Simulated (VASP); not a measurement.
# Si3C (P6/mmm) in VASP: a series of runs, part 2 of 2

VASP 6.6.1. Earlier steps stand in the parts before.

### Step 4. Single point, PBE

This run uses another cell than the first one, of 9.56 Å³/atom, 0.752 times its volume.

Contents of INCAR:

```
  PREC = Accurate
  ENCUT = 520
  EDIFF = 1E-6
  ISMEAR = 0
  SIGMA = 0.1
  LREAL = F
  LASPH = T
  NELM = 80
  ALGO = Normal
  ISIF = 2
  LWAVE = F
  LCHARG = F
  GGA = PE
  NBANDS = 16
```

Contents of KPOINTS:

```
Automatic mesh
0
Gamma
  6 6 4
```

Contents of POSCAR:

```
Si3C
1.0
    3.1532119400      0.0000000000      0.0000000000
   -1.5766059700      2.7307616500      0.0000000000
    0.0000000000      0.0000000000      4.4426378700
Si C
3 1
Direct
    0.5000000000      0.0000000000      0.5000000000
    0.0000000000      0.5000000000      0.5000000000
    0.5000000000      0.5000000000      0.5000000000
    0.0000000000      0.0000000000      0.5000000000
```

Potentials or basis: VASP PAW PBE potentials, release 64 (Si, C).

Started as:

```
$ cat potpaw_PBE.64/Si/POTCAR potpaw_PBE.64/C/POTCAR > POTCAR
$ mpirun -np 1 vasp_std > vasp.out
```

OUTCAR:

```text
PREC = Accurate
   ENCUT = 520
   EDIFF = 1E-6
   ISMEAR = 0
   LREAL = F
   LASPH = T
   NELM = 80
   ISIF = 2
   GGA = PE

 ion  position               nearest neighbor table
   1  0.500  0.000  0.500-   4 1.58   4 1.58   2 1.58   3 1.58   3 1.58   2 1.58   2 2.73   2 2.73
                             3 2.73   3 2.73
   2  0.000  0.500  0.500-   3 1.58   3 1.58   4 1.58   4 1.58   1 1.58   1 1.58   1 2.73   1 2.73
                             3 2.73   3 2.73
   3  0.500  0.500  0.500-   2 1.58   2 1.58   4 1.58   1 1.58   1 1.58   4 1.58   1 2.73   1 2.73
                             2 2.73   2 2.73
   4  0.000  0.000  0.500-   1 1.58   1 1.58   3 1.58   2 1.58   2 1.58   3 1.58

  LATTYP: Found a hexagonal cell.
 ALAT       =     3.1532119400
 C/A-ratio  =     1.4089245996

  Lattice vectors:

 A1 = (   3.1532119400,   0.0000000000,   0.0000000000)
 A2 = (  -1.5766059700,   2.7307616500,   0.0000000000)
 A3 = (   0.0000000000,   0.0000000000,   4.4426378700)

Analysis of symmetry for initial positions (statically):
=====================================================================
 Subroutine PRICEL returns:
 Original cell was already a primitive cell.

 Routine SETGRP: Setting up the symmetry group for a
 hexagonal supercell.

 Subroutine GETGRP returns: Found 24 space group operations
 (whereof 24 operations were pure point group operations)
 out of a pool of 24 trial point group operations.

The static configuration has the point symmetry D_6h.

Analysis of symmetry for dynamics (positions and initial velocities):
=====================================================================
 Subroutine PRICEL returns:
 Original cell was already a primitive cell.

 Routine SETGRP: Setting up the symmetry group for a
 hexagonal supercell.

 Subroutine GETGRP returns: Found 24 space group operations
 (whereof 24 operations were pure point group operations)
 out of a pool of 24 trial point group operations.

The dynamic configuration has the point symmetry D_6h.

 Subroutine INISYM returns: Found 24 space group operations
 (whereof 24 operations are pure point group operations),
 and found     1 'primitive' translations

----------------------------------------------------------------------------------------

                                     Primitive cell

  volume of cell :      38.2541

  direct lattice vectors                    reciprocal lattice vectors
     3.153211940  0.000000000  0.000000000     0.317136944  0.183099100  0.000000000
    -1.576605970  2.730761650  0.000000000     0.000000000  0.366198200  0.000000000
     0.000000000  0.000000000  4.442637870     0.000000000  0.000000000  0.225091495

  length of vectors
     3.153211940  3.153211946  4.442637870     0.366198200  0.366198200  0.225091495

  position of ions in fractional coordinates (direct lattice)
     0.500000000  0.000000000  0.500000000
     0.000000000  0.500000000  0.500000000
     0.500000000  0.500000000  0.500000000
     0.000000000  0.000000000  0.500000000

  ion indices of the primitive-cell ions
   primitive index   ion index
                 1           1
                 2           2
                 3           3
                 4           4

[... 30 lines left out ...]
  0.333333 -0.000000  0.000000      6.000000
  0.500000 -0.000000  0.000000      3.000000
  0.166667  0.166667  0.000000      6.000000
  0.333333  0.166667  0.000000     12.000000
[... 13 lines left out ...]
  0.333333  0.166667  0.500000     12.000000
  0.333333  0.333333  0.500000      2.000000
   k-points           NKPTS =     21   k-points in BZ     NKDIM =     21   number of bands    NBANDS=     16
   number of dos      NEDOS =    301   number of ions     NIONS =      4
   total plane-waves  NPLWV =  20736
   dimension x,y,z NGX =    24 NGY =   24 NGZ =   36
   dimension x,y,z NGXF=    48 NGYF=   48 NGZF=   72
   ions per type =               3   1
   NGX,Y,Z   is equivalent  to a cutoff of  12.65, 12.65, 13.47 a.u.
   NGXF,Y,Z  is equivalent  to a cutoff of  25.31, 25.31, 26.94 a.u.
 SYSTEM =  unknown system
   PREC   = accura    normal or accurate (medium, high low for compatibility)
   ISTART =      0    job   : 0-new  1-cont  2-samecut
   ICHARG =      2    charge: 1-file 2-atom 10-const
   ISPIN  =      1    spin polarized calculation?
   LNONCOLLINEAR =      F non collinear calculations
   LSORBIT =      F    spin-orbit coupling
   LASPH  =      T    aspherical Exc in radial PAW
   ENCUT  =  520.0 eV  38.22 Ry    6.18 a.u.   5.86  5.86  8.26*2*pi/ulx,y,z
   NELM   =     80;   NELMIN=  2; NELMDL= -5     # of ELM steps
   EDIFF  = 0.1E-05   stopping-criterion for ELM
   LREAL  =      F    real-space projection
   EDIFFG = 0.1E-04   stopping-criterion for IOM
   NSW    =      0    number of steps for IOM
   IBRION =     -1    ionic relax: 0-MD 1-quasi-New 2-CG
   NFREE  =      0    steps in history (QN), initial steepest desc. (CG)
   ISIF   =      2    stress and relaxation
   ISYM   =      2    0-nonsym 1-usesym 2-fastsym
   POTIM  = 0.5000    time-step for ionic-motion
   TEBEG  =    0.0;   TEEND  =   0.0 temperature during run
   PSTRESS=    0.0 pullay stress
   NELECT =      16.0000    total number of electrons
   NUPDOWN=      -1.0000    fix difference up-down
   EMIN   =  10.00;   EMAX   =-10.00  energy-range for DOS
   EFERMI =   0.00;   METHOD = LEGACY
   ISMEAR =     0;   SIGMA  =   0.10  broadening in eV -4-tet -1-fermi 0-gaus
   EFERMI_NEDOS =   21; number of points for ismear=-14 and -15
   IALGO  =     38    algorithm
   IMIX   =      4    mixing-type and parameters
     AMIX     =   0.40;   BMIX     =  1.00
     AMIX_MAG =   1.60;   BMIX_MAG =  1.00
  volume/ion in A,a.u.               =       9.56        64.54
  Fermi-wavevector in a.u.,A,eV,Ry     =   1.224303  2.313597 20.394011  1.498918
  Thomas-Fermi vector in A             =   2.359382
   LORBIT       =      0    0 simple, 1 ext, 2 COOP (PROOUT), +10 PAW based schemes
   GGA     = PE    functional components
   LHFCALC =     F    Hartree Fock is set to
   AEXX    =    0.0000 exact exchange contribution
   IVDW    =     0    specifies the selected vdW correction
   LEPSILON=     F    determine dielectric tensor
   LRPA    =     F    only Hartree local field effects (RPA)
 non-spin polarized calculation
 Gauss-broadening in eV      SIGMA  =   0.10
  energy-cutoff  :      520.00
  volume of cell :       38.25
 maximum number of plane-waves:      1044
 NGX is ok and might be reduce to    24
   NGX = 11   NGY = 11   NGZ = 17

 number of electron      16.0000000 magnetization

 Free energy of the ion-electron system (eV)
  ---------------------------------------------------
  ext. energy  EPLUGINS =         0.00000000
  ---------------------------------------------------
  free energy    TOTEN  =        29.20153599 eV

  energy without entropy =       29.21247207  energy(sigma->0) =       29.20700403

 E-fermi :  12.2894     XC(G=0): -10.7218

 val. band max:       12.1721772445   @ k =   0.3333  -0.0000   0.0000
 cond. band min:      12.2928586620   @ k =   0.1667  -0.0000   0.2500
 fundamental gap:      0.1206814176
 Fermi energy:        12.2893844617

 k-point     1 :       0.0000    0.0000    0.0000
  band No.  band energies     occupation
      1     -11.5979      2.00000
      2      -0.1041      2.00000
      3      -0.1041      2.00000
      4       0.4065      2.00000
      5       3.5841      2.00000
      6       4.3933      2.00000
[... 376 lines left out ...]
      3      -5.0022      2.00000
      4       3.8528      2.00000
      5       5.4599      2.00000
      6       5.4599      2.00000
[... 8 lines left out ...]
     15      21.9518      0.00000
     16      22.1301      0.00000

------------------------ aborting loop because EDIFF is reached ----------------------------------------

  FORCE on cell =-STRESS in cart. coord.  units (eV):
  Direction    XX          YY          ZZ          XY          YZ          ZX
  --------------------------------------------------------------------------------------
  -------------------------------------------------------------------------------------
  Total      172.7628176    172.7628184     -0.4320571      0.0000000      0.0000000      0.0000000
  in kB     7235.7405957   7235.7406299    -18.0956382      0.0000000      0.0000000      0.0000000
  external PRESSURE =    4817.7951958 kB  Pullay stress =       0.0000000 kB

 VOLUME and BASIS-vectors are now :
 -----------------------------------------------------------------------------
  energy-cutoff  :      520.00
  volume of cell :       38.25
      direct lattice vectors                 reciprocal lattice vectors
     3.153211940  0.000000000  0.000000000     0.317136944  0.183099100  0.000000000
    -1.576605970  2.730761650  0.000000000     0.000000000  0.366198200  0.000000000
     0.000000000  0.000000000  4.442637870     0.000000000  0.000000000  0.225091495

 POSITION                                       TOTAL-FORCE (eV/Angst)
 -----------------------------------------------------------------------------------
      1.57661      0.00000      2.22132         0.000000      0.000000      0.000000
     -0.78830      1.36538      2.22132        -0.000000      0.000000      0.000000
      0.78830      1.36538      2.22132        -0.000000      0.000000      0.000000
      0.00000      0.00000      2.22132        -0.000000      0.000000      0.000000
 -----------------------------------------------------------------------------------
    total drift:                               -0.000000     -0.000000     -0.000000

  FREE ENERGIE OF THE ION-ELECTRON SYSTEM (eV)
  ---------------------------------------------------
  free  energy   TOTEN  =        29.2015359851 eV

  energy  without entropy=       29.2124720701  energy(sigma->0) =       29.20700403
```

OSZICAR:

```text
N       E                     dE             d eps       ncg     rms          rms(c)
DAV:   1     0.107329380827E+03    0.10733E+03   -0.80020E+03   672   0.913E+02
DAV:   2     0.183377766158E+02   -0.88992E+02   -0.82072E+02   968   0.210E+02
DAV:   3     0.150318440969E+02   -0.33059E+01   -0.32889E+01   888   0.402E+01
DAV:   4     0.149869848274E+02   -0.44859E-01   -0.44839E-01   888   0.540E+00
DAV:   5     0.149858526261E+02   -0.11322E-02   -0.11322E-02   888   0.792E-01    0.293E+01
DAV:   6     0.265477795549E+02    0.11562E+02   -0.92796E+00   840   0.187E+01    0.180E+01
DAV:   7     0.290837088634E+02    0.25359E+01   -0.82483E+00   832   0.174E+01    0.504E+00
DAV:   8     0.291652377230E+02    0.81529E-01   -0.12348E+00   760   0.684E+00    0.184E+00
DAV:   9     0.291974315736E+02    0.32194E-01   -0.49829E-02   888   0.152E+00    0.960E-01
DAV:  10     0.292015135072E+02    0.40819E-02   -0.95371E-03   848   0.631E-01    0.645E-01
DAV:  11     0.292005971093E+02   -0.91640E-03   -0.17202E-03   824   0.279E-01    0.188E-01
DAV:  12     0.292015116836E+02    0.91457E-03   -0.24905E-03   808   0.288E-01    0.579E-02
DAV:  13     0.292015444008E+02    0.32717E-04   -0.19385E-04   848   0.980E-02    0.207E-02
DAV:  14     0.292015341315E+02   -0.10269E-04   -0.21840E-05   752   0.286E-02    0.105E-02
DAV:  15     0.292015360020E+02    0.18705E-05   -0.28036E-06   912   0.116E-02    0.254E-03
DAV:  16     0.292015359851E+02   -0.16915E-07   -0.60091E-07   560   0.528E-03
   1 F= 0.29201536E+02 E0= 0.29207004E+02  d E =-.109361E-01
```

Run time: 5.9 s. Hardware: 1 thread of Intel Xeon 6975P-C (Granite Rapids), shared host; peak memory 0.15 GiB.

What came out:

```yaml
Free_energy: 29.2015 eV
Pressure: 481.8 GPa
Band_gap_on_the_k_mesh: zero (band 8 reaches 12.40 eV, above the bottom of band 9 at 11.37 eV)
```

Stress tensor (GPa, compression positive):
```
723.57   0.00   0.00
  0.00 723.57   0.00
  0.00   0.00  -1.81
```

Caveat: the k points lie up to 0.38 Å⁻¹ apart.

### Step 5. Single point, PBE

This run uses another cell than the first one, of 12.79 Å³/atom, 1.005 times its volume.

Contents of INCAR:

```
ALGO     = Normal         # electronic algorithm
EDIFF    = 1E-7           # SCF threshold, eV
ENCUT    = 520            # plane-wave cutoff, eV
GGA      = PE             # functional
ISIF     = 2              # what is computed and relaxed
ISMEAR   = 0              # smearing method
LASPH    = T              # aspherical terms in the spheres
LCHARG   = T              # write CHGCAR
LELF     = T              # ELF
LREAL    = F              # projectors in reciprocal space
LVHAR    = T            
LWAVE    = F              # write WAVECAR
NBANDS   = 16             # bands
NELM     = 100            # most SCF steps
PREC     = Accurate       # precision mode
SIGMA    = 0.1            # smearing width, eV
```

Contents of KPOINTS:

```
k-points
0
Gamma
  6 6 4
```

Contents of POSCAR:

```
Si3C
1.0
    4.8606734231      0.0000000000      0.0000000000
   -2.4303367115      4.2094666639      0.0000000000
    0.0000000000      0.0000000000      2.5007447610
Si C
3 1
Direct
    0.5000000000      0.0000000000      0.5000000000
    0.0000000000      0.5000000000      0.5000000000
    0.5000000000      0.5000000000      0.5000000000
    0.0000000000      0.0000000000      0.5000000000
```

Potentials or basis: VASP PAW PBE potentials, release 64 (Si, C).

Started as:

```
$ cat potpaw_PBE.64/Si/POTCAR potpaw_PBE.64/C/POTCAR > POTCAR
$ mpirun -np 1 vasp_std > vasp.out
```

OUTCAR:

```text
EDIFF = 1E-7
   ENCUT = 520
   GGA = PE
   ISIF = 2
   ISMEAR = 0
   LASPH = T
   LREAL = F
   NELM = 100
   PREC = Accurate

 ion  position               nearest neighbor table
   1  0.500  0.000  0.500-   3 2.43   3 2.43   4 2.43   4 2.43   2 2.43   2 2.43
   2  0.000  0.500  0.500-   4 2.43   4 2.43   3 2.43   3 2.43   1 2.43   1 2.43
   3  0.500  0.500  0.500-   1 2.43   1 2.43   2 2.43   2 2.43   4 2.43   4 2.43
   4  0.000  0.000  0.500-   2 2.43   2 2.43   1 2.43   1 2.43   3 2.43   3 2.43

  LATTYP: Found a hexagonal cell.
 ALAT       =     4.8606734231
 C/A-ratio  =     0.5144852458

  Lattice vectors:

 A1 = (   4.8606734231,   0.0000000000,   0.0000000000)
 A2 = (  -2.4303367115,   4.2094666639,   0.0000000000)
 A3 = (   0.0000000000,   0.0000000000,   2.5007447610)

Analysis of symmetry for initial positions (statically):
=====================================================================
 Subroutine PRICEL returns:
 Original cell was already a primitive cell.

 Routine SETGRP: Setting up the symmetry group for a
 hexagonal supercell.

 Subroutine GETGRP returns: Found 24 space group operations
 (whereof 24 operations were pure point group operations)
 out of a pool of 24 trial point group operations.

The static configuration has the point symmetry D_6h.

Analysis of symmetry for dynamics (positions and initial velocities):
=====================================================================
 Subroutine PRICEL returns:
 Original cell was already a primitive cell.

 Routine SETGRP: Setting up the symmetry group for a
 hexagonal supercell.

 Subroutine GETGRP returns: Found 24 space group operations
 (whereof 24 operations were pure point group operations)
 out of a pool of 24 trial point group operations.

[... 116 lines left out ...]
   EFERMI_NEDOS =   21; number of points for ismear=-14 and -15
   IALGO  =     38    algorithm
   IMIX   =      4    mixing-type and parameters
     AMIX     =   0.40;   BMIX     =  1.00
     AMIX_MAG =   1.60;   BMIX_MAG =  1.00
  volume/ion in A,a.u.               =      12.79        86.32
  Fermi-wavevector in a.u.,A,eV,Ry     =   1.111179  2.099823 16.799356  1.234718
  Thomas-Fermi vector in A             =   2.247739
   LORBIT       =      0    0 simple, 1 ext, 2 COOP (PROOUT), +10 PAW based schemes
   GGA     = PE    functional components
   LHFCALC =     F    Hartree Fock is set to
   AEXX    =    0.0000 exact exchange contribution
   IVDW    =     0    specifies the selected vdW correction
   LEPSILON=     F    determine dielectric tensor
   LRPA    =     F    only Hartree local field effects (RPA)
 non-spin polarized calculation
 Gauss-broadening in eV      SIGMA  =   0.10
  energy-cutoff  :      520.00
  volume of cell :       51.17
 maximum number of plane-waves:      1390
   NGX = 19   NGY = 19   NGZ =  9

 number of electron      16.0000001 magnetization

 Free energy of the ion-electron system (eV)
  ---------------------------------------------------
  ext. energy  EPLUGINS =         0.00000000
  ---------------------------------------------------
  free energy    TOTEN  =       -20.32905021 eV

  energy without entropy =      -20.31335726  energy(sigma->0) =      -20.32120373

 E-fermi :   8.9211     XC(G=0): -11.2643

 val. band max:        8.9017962365   @ k =   0.3333   0.1667   0.2500
 cond. band min:       8.9228612025   @ k =   0.3333   0.3333   0.2500
 fundamental gap:      0.0210649661
 Fermi energy:         8.9210908273

 k-point     1 :       0.0000    0.0000    0.0000
  band No.  band energies     occupation
      1      -5.6997      2.00000
      2       0.4006      2.00000
      3       1.7404      2.00000
      4       2.5319      2.00000
      5       2.5319      2.00000
      6       2.6276      2.00000
[... 376 lines left out ...]
      3       1.3086      2.00000
      4       3.9870      2.00000
      5       3.9870      2.00000
      6       4.6838      2.00000
[... 8 lines left out ...]
     15      15.3744      0.00000
     16      16.1599      0.00000

------------------------ aborting loop because EDIFF is reached ----------------------------------------

  FORCE on cell =-STRESS in cart. coord.  units (eV):
  Direction    XX          YY          ZZ          XY          YZ          ZX
  --------------------------------------------------------------------------------------
  -------------------------------------------------------------------------------------
  Total        0.0767227      0.0767227     -0.0587417      0.0000000     -0.0000000     -0.0000000
  in kB        2.4023784      2.4023784     -1.8393503      0.0000000     -0.0000000     -0.0000000
  external PRESSURE =       0.9884688 kB  Pullay stress =       0.0000000 kB

 VOLUME and BASIS-vectors are now :
 -----------------------------------------------------------------------------
  energy-cutoff  :      520.00
  volume of cell :       51.17
      direct lattice vectors                 reciprocal lattice vectors
     4.860673423  0.000000000  0.000000000     0.205732810  0.118779893  0.000000000
    -2.430336711  4.209466664  0.000000000     0.000000000  0.237559786  0.000000000
     0.000000000  0.000000000  2.500744761     0.000000000  0.000000000  0.399880874

 POSITION                                       TOTAL-FORCE (eV/Angst)
 -----------------------------------------------------------------------------------
      2.43034      0.00000      1.25037         0.000000      0.000000      0.000000
     -1.21517      2.10473      1.25037        -0.000000      0.000000      0.000000
      1.21517      2.10473      1.25037        -0.000000      0.000000      0.000000
      0.00000      0.00000      1.25037         0.000000      0.000000      0.000000
 -----------------------------------------------------------------------------------
    total drift:                               -0.000000     -0.000000      0.000000

  FREE ENERGIE OF THE ION-ELECTRON SYSTEM (eV)
  ---------------------------------------------------
  free  energy   TOTEN  =       -20.3290502060 eV

  energy  without entropy=      -20.3133572583  energy(sigma->0) =      -20.32120373
```

Wall time 6.5 s (1 thread of Intel Xeon 6975P-C (Granite Rapids), shared host); peak memory 0.16 GiB.

Results:

```
Free energy            : -20.3291 eV
Pressure               : 0.1 GPa
Band gap on the k mesh : zero (band 8 reaches 12.62 eV, above the bottom of band 9 at 7.69 eV)
```

Caveat: the k points lie up to 0.63 Å⁻¹ apart.

### Step 6. Summary

| task | cell | k mesh | cutoff (eV) | gap on the mesh (eV) | pressure (GPa) |
| --- | --- | --- | --- | --- | --- |
| single point | a = 4.915, b = 4.915, c = 2.433 Å, angles 90.0, 90.0, 120.0°, 4 atoms | 12 × 12 × 18 | 520 | none | -0.1 |
| relaxation of cell and atoms | relaxed from a = 4.948, b = 4.948, c = 2.413 Å, angles 90.0, 90.0, 120.0°, 4 atoms | 12 × 12 × 18 | 600 | none | 0.0 |
| single point | a = 3.153, b = 3.153, c = 4.443 Å, angles 90.0, 90.0, 120.0°, 4 atoms | 6 × 6 × 4 | 520 | none | 481.8 |
| single point | a = 4.861, b = 4.861, c = 2.501 Å, angles 90.0, 90.0, 120.0°, 4 atoms | 6 × 6 × 4 | 520 | none | 0.1 |

Alike in all rows: level PBE; potentials or basis VASP PAW PBE potentials, release 64 (Si, C); no spin polarisation; smearing gaussian 0.1 eV.

Caveats: some runs use coarse meshes.

Absolute energies hang on the potentials; compare differences alone.
